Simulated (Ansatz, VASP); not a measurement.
Na: VASP beside Ansatz

```xyz
2
Lattice="3.7670 0.0000 0.0000 -1.8835 3.2623 0.0000 0.0000 0.0000 6.1540" Properties=species:S:1:pos:R:3 pbc="T T T"
Na    1.8835    1.0874    4.6155
Na    0.0000    2.1749    1.5385
```

Alike in both runs: functional r2SCAN; k mesh 5 × 5 × 3; occupations fermi-dirac, width 0.05 eV; no spin polarisation.

```csv
,VASP,Ansatz
version,VASP 6.6.1,Ansatz 0.2.0
potentials or method,"VASP PAW PBE potentials, release 64 (Na_pv)",Ansatz PAW
plane-wave cutoff (eV),520,500
valence electrons in the cell,14,18
task,single point,projected density of states
```

VASP gave:

- gap on the k mesh at the Fermi level (eV): none
- pressure (GPa): 0.0
- traceless stress, the component that is largest in VASP (GPa): 0.06

Problem. Which values does Ansatz return?

Solution. gap on the k mesh at the Fermi level (eV): none; pressure (GPa): -0.1; traceless stress, the component that is largest in VASP (GPa): 0.07.

VASP's potentials were made for PBE, not for r2SCAN. A gap of «none» marks a metal or a gap that the smearing closes. VASP's potentials hold 14 valence electrons a cell and Ansatz's 18, so a difference there can come from the potentials and not from the codes.

The k mesh is coarse, so the values compare programs but aren't converged.
